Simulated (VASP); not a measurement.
# CdTe6Pd (R-3) in VASP: a series of runs

The runs below take CdTe6Pd through single point, relaxation of cell and atoms, with PBE.

Everything below comes from runs of VASP 6.6.1. Logs are shortened: lines on timing, memory, paths and dates and some standing lists are left out, and cuts for length are marked.

## 1. The cell of the first run

It takes space group R-3 (No. 148, trigonal). The conventional cell has a = 7.385 Å, b = 7.385 Å, c = 15.288 Å, α = 90.00°, β = 90.00°, γ = 120.00°. Te (site symmetry 1) has 1 Pd at 2.70 Å and 3 Te at 2.91 to 3.55 Å and 1 Cd at 3.14 Å within 3.6 Å. Within 4.1 Å of Cd (site symmetry -3) lie 6 Te at 3.14 Å. Within 3.6 Å of Pd (site symmetry -3) lie 6 Te at 2.70 Å.

## 2. Single point, PBE

INCAR

```
PREC = Accurate ; ENCUT = 520
EDIFF = 1E-6 ; ISMEAR = -1
SIGMA = 0.0311 ; LREAL = False
LASPH = True ; NELM = 80
ALGO = Normal ; ISIF = 2
LWAVE = False ; LCHARG = True
GGA = PE ; LELF = True
LVHAR = True ; NBANDS = 39
```

KPOINTS

```
regular mesh
0
Gamma
  4 4 4
```

POSCAR

```
CdTe6Pd
1.0
    7.3847327515      0.0000000000      0.0000000000
   -3.6923663758      6.3953661630      0.0000001673
   -3.6923663758      2.1317885877      5.0958952483
Te Cd Pd
6 1 1
Direct
    0.1930779098      0.0232325296      0.7380269171
    0.9767674704      0.4318184631      0.7380269171
    0.5681815369      0.8069220902      0.7380269171
    0.8069220902      0.9767674704      0.2619730829
    0.0232325296      0.5681815369      0.2619730829
    0.4318184631      0.1930779098      0.2619730829
    0.5000000000      0.5000000000      0.5000000000
    0.0000000000      0.0000000000      0.0000000000
```

Potentials or basis: VASP PAW PBE potentials, release 64 (Te, Cd, Pd).

Started as:

```sh
> cat potpaw_PBE.64/Te/POTCAR potpaw_PBE.64/Cd/POTCAR potpaw_PBE.64/Pd/POTCAR > POTCAR
> mpirun -np 1 vasp_std > vasp.out
```

OUTCAR:

```text
PREC = Accurate
   ENCUT = 520
   EDIFF = 1E-6
   ISMEAR = -1
   LREAL = False
   LASPH = True
   NELM = 80
   ISIF = 2
   GGA = PE

 ion  position               nearest neighbor table
   1  0.193  0.023  0.738-   8 2.70   4 2.91   7 3.14   5 3.55   6 3.55
   2  0.977  0.432  0.738-   8 2.70   5 2.91   7 3.14   6 3.55   4 3.55
   3  0.568  0.807  0.738-   8 2.70   6 2.91   7 3.14   5 3.55   4 3.55
   4  0.807  0.977  0.262-   8 2.70   1 2.91   7 3.14   2 3.55   3 3.55
   5  0.023  0.568  0.262-   8 2.70   2 2.91   7 3.14   3 3.55   1 3.55
   6  0.432  0.193  0.262-   8 2.70   3 2.91   7 3.14   2 3.55   1 3.55
   7  0.500  0.500  0.500-   2 3.14   5 3.14   4 3.14   1 3.14   3 3.14   6 3.14
   8  0.000  0.000  0.000-   3 2.70   6 2.70   4 2.70   1 2.70   5 2.70   2 2.70

  LATTYP: Found a trigonal (rhomboedric) cell.
 ALAT       =     6.6442637227
 COS(alpha) =     0.3823451635

  Lattice vectors:

 A1 = (   0.0000000000,  -4.2635775753,   5.0958950810)
 A2 = (   3.6923663757,   2.1317885877,   5.0958952483)
 A3 = (  -3.6923663758,   2.1317885877,   5.0958952483)

Analysis of symmetry for initial positions (statically):
=====================================================================
 Subroutine PRICEL returns:
 Original cell was already a primitive cell.

 Routine SETGRP: Setting up the symmetry group for a
 trigonal (rhombohedral) supercell.

 Subroutine GETGRP returns: Found  6 space group operations
 (whereof  6 operations were pure point group operations)
 out of a pool of 12 trial point group operations.

The static configuration has the point symmetry S_6 .

Analysis of symmetry for dynamics (positions and initial velocities):
=====================================================================
 Subroutine PRICEL returns:
 Original cell was already a primitive cell.

 Routine SETGRP: Setting up the symmetry group for a
 trigonal (rhombohedral) supercell.

 Subroutine GETGRP returns: Found  6 space group operations
 (whereof  6 operations were pure point group operations)
 out of a pool of 12 trial point group operations.

The dynamic configuration has the point symmetry S_6 .

 Subroutine INISYM returns: Found  6 space group operations
 (whereof  6 operations are pure point group operations),
 and found     1 'primitive' translations

----------------------------------------------------------------------------------------

                                     Primitive cell

  volume of cell :     240.6693

  direct lattice vectors                    reciprocal lattice vectors
     7.384732751  0.000000000  0.000000000     0.135414514  0.078181605  0.065412127
    -3.692366376  6.395366163  0.000000167     0.000000000  0.156363214 -0.065412121
[... 91 lines left out ...]
   NFREE  =      0    steps in history (QN), initial steepest desc. (CG)
   ISIF   =      2    stress and relaxation
   ISYM   =      2    0-nonsym 1-usesym 2-fastsym
   POTIM  = 0.5000    time-step for ionic-motion
   TEBEG  =    0.0;   TEEND  =   0.0 temperature during run
   PSTRESS=    0.0 pullay stress
   NELECT =      58.0000    total number of electrons
   NUPDOWN=      -1.0000    fix difference up-down
   EMIN   =  10.00;   EMAX   =-10.00  energy-range for DOS
   EFERMI =   0.00;   METHOD = LEGACY
   ISMEAR =    -1;   SIGMA  =   0.03  broadening in eV -4-tet -1-fermi 0-gaus
   EFERMI_NEDOS =   21; number of points for ismear=-14 and -15
   IALGO  =     38    algorithm
   IMIX   =      4    mixing-type and parameters
     AMIX     =   0.40;   BMIX     =  1.00
     AMIX_MAG =   1.60;   BMIX_MAG =  1.00
  volume/ion in A,a.u.               =      30.08       203.01
  Fermi-wavevector in a.u.,A,eV,Ry     =   1.018773  1.925201 14.121455  1.037898
  Thomas-Fermi vector in A             =   2.152249
   LORBIT       =      0    0 simple, 1 ext, 2 COOP (PROOUT), +10 PAW based schemes
   GGA     = PE    functional components
[... 5 lines left out ...]
 non-spin polarized calculation
  energy-cutoff  :      520.00
  volume of cell :      240.67
 maximum number of plane-waves:      6504
 NGX is ok and might be reduce to    56
   NGX = 27   NGY = 27   NGZ = 25

 number of electron      58.0000002 magnetization

 Free energy of the ion-electron system (eV)
  ---------------------------------------------------
  ext. energy  EPLUGINS =         0.00000000
  ---------------------------------------------------
  free energy    TOTEN  =       -25.41806406 eV

  energy without entropy =      -25.40997759  energy(sigma->0) =      -25.41402082

 E-fermi :   5.7516     XC(G=0):  -9.5271

 val. band max:        5.7262747679   @ k =   0.5000   0.0000   0.0000
 cond. band min:       5.7858319829   @ k =   0.0000   0.0000   0.5000
 fundamental gap:      0.0595572151
 Fermi energy:         5.7515513860

 k-point     1 :       0.0000    0.0000    0.0000
  band No.  band energies     occupation
      1      -7.2231      2.00000
      2      -5.7124      2.00000
      3      -5.7124      2.00000
      4      -4.6047      2.00000
      5      -4.6047      2.00000
      6      -3.9233      2.00000
[... 577 lines left out ...]
     38      10.7403      0.00000
     39      10.9814      0.00000

------------------------ aborting loop because EDIFF is reached ----------------------------------------

  FORCE on cell =-STRESS in cart. coord.  units (eV):
  Direction    XX          YY          ZZ          XY          YZ          ZX
  --------------------------------------------------------------------------------------
  -------------------------------------------------------------------------------------
  Total       -0.0217605     -0.0217605     -0.0430741     -0.0000001      0.0000000      0.0000000
  in kB       -0.1448634     -0.1448634     -0.2867521     -0.0000004      0.0000000      0.0000000
  external PRESSURE =      -0.1921596 kB  Pullay stress =       0.0000000 kB

 VOLUME and BASIS-vectors are now :
 -----------------------------------------------------------------------------
  energy-cutoff  :      520.00
  volume of cell :      240.67
      direct lattice vectors                 reciprocal lattice vectors
     7.384732751  0.000000000  0.000000000     0.135414514  0.078181605  0.065412127
    -3.692366376  6.395366163  0.000000167     0.000000000  0.156363214 -0.065412121
    -3.692366376  2.131788588  5.095895248     0.000000000 -0.000000005  0.196236375

 POSITION                                       TOTAL-FORCE (eV/Angst)
 -----------------------------------------------------------------------------------
     -1.38502      1.72190      3.76091        -0.007464     -0.000691      0.012004
      2.89367      4.33495      3.76091         0.004330     -0.006119      0.012004
     -1.50865      6.73388      3.76091         0.003134      0.006809      0.012004
      1.38502      6.80526      1.33499         0.007464      0.000691     -0.012004
     -2.89367      4.19220      1.33499        -0.004330      0.006119     -0.012004
      1.50865      1.79328      1.33499        -0.003134     -0.006809     -0.012004
     -0.00000      4.26358      2.54795         0.000000      0.000000      0.000000
      0.00000      0.00000      0.00000         0.000000      0.000000      0.000000
 -----------------------------------------------------------------------------------
    total drift:                               -0.000000      0.000000      0.000000

  FREE ENERGIE OF THE ION-ELECTRON SYSTEM (eV)
  ---------------------------------------------------
  free  energy   TOTEN  =       -25.4180640557 eV

  energy  without entropy=      -25.4099775927  energy(sigma->0) =      -25.41402082
```

stdout:

```text
POSCAR found type information on POSCAR TeCdPd
 POSCAR found :  3 types and       8 ions
 scaLAPACK will be used
 LDA part: xc-table for (Slater+PW92), standard interpolation
 POSCAR, INCAR and KPOINTS ok, starting setup
 FFT: planning ... GRIDC
 FFT: planning ... GRID_SOFT
 FFT: planning ... GRID
 WAVECAR not read
 entering main loop
```

Wall time 2.6 min (1 thread of Intel Xeon Platinum 8488C (Sapphire Rapids), shared host); peak memory 0.48 GiB.

Results:

| Property | Result |
| --- | --- |
| Free energy | -25.4181 eV |
| Pressure | 0.0 GPa |
| Largest force | 0.014 eV/Å |
| Band gap on the k mesh | zero (bands 29 and 30 overlap by 0.06 eV) |

Forces on the atoms (eV/Å):
```
Te  -0.007 -0.001  0.012
Te   0.004 -0.006  0.012
Te   0.003  0.007  0.012
Te   0.007  0.001 -0.012
Te  -0.004  0.006 -0.012
Te  -0.003 -0.007 -0.012
Cd   0.000  0.000  0.000
Pd   0.000  0.000  0.000
```

Caveat: spin-orbit coupling is left out, which moves the levels of the heavy elements.

(Continued in part 2 of 2.)
